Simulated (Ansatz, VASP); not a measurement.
SiC in VASP and in Ansatz

```
Si C
1.0
     3.07530    0.00000    0.00000
    -1.53765    2.66329    0.00000
     0.00000    0.00000    5.04834
Si C
2 2
Direct
  0.33333 0.66667 0.49960
  0.66667 0.33333 0.99960
  0.33333 0.66667 0.87540
  0.66667 0.33333 0.37540
```

Alike in both runs: task single point; functional r2SCAN; k mesh 12 × 12 × 6; occupations gaussian, width 0.02 eV; no spin polarisation.

|  | VASP | Ansatz |
| --- | --- | --- |
| version | VASP 6.6.1 | Ansatz 0.2.0 |
| potentials or method | VASP PAW PBE potentials, release 64 (Si, C), cutoff 520 eV | scalar-relativistic, plane waves, PAW |
| valence electrons in the cell | 16 | 16 |

Ansatz gave:

```
gap on the k mesh at the Fermi level (eV) : 2.65
least direct gap on the mesh (eV)         : 4.48
pressure (GPa)                            : 0.0
```

Question: What did VASP give for the same quantities?

Answer: gap on the k mesh at the Fermi level (eV): 2.66; least direct gap on the mesh (eV): 4.48; pressure (GPa): -0.2.

VASP's potentials were made for PBE, not for r2SCAN.
